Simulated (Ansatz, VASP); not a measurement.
# InP in VASP and in Ansatz

```
In P
1.0
     0.00000    2.93050    2.84259
     2.93050    0.00000    2.84259
     2.93050    2.93050    0.00000
In P
1 1
Direct
  0.00000 0.00000 0.00000
  0.75000 0.75000 0.75000
```

Change from the starting cell: strain +0.000 along x and y, -0.030 along z, atoms carried along.

Alike in both runs: task single point; functional r2SCAN; k mesh 8 × 8 × 8; occupations gaussian, width 0.05 eV; no spin polarisation.

|  | VASP | Ansatz |
| --- | --- | --- |
| version | VASP 6.6.1 | Ansatz 0.2.0 |
| potentials or method | VASP PAW PBE potentials, release 64 (In_d, P), cutoff 520 eV | scalar-relativistic, plane waves, PAW |
| valence electrons in the cell | 18 | 18 |

Ansatz gave:

```
gap on the k mesh at the Fermi level (eV)                     : 1.24
least direct gap on the mesh (eV)                             : 1.24
pressure (GPa)                                                : 4.1
traceless stress, the component that is largest in VASP (GPa) : 0.80
```

Estimate VASP's values.

gap on the k mesh at the Fermi level (eV): 1.25; least direct gap on the mesh (eV): 1.25; pressure (GPa): 4.0; traceless stress, the component that is largest in VASP (GPa): 0.81.

VASP's potentials were made for PBE, not for r2SCAN.
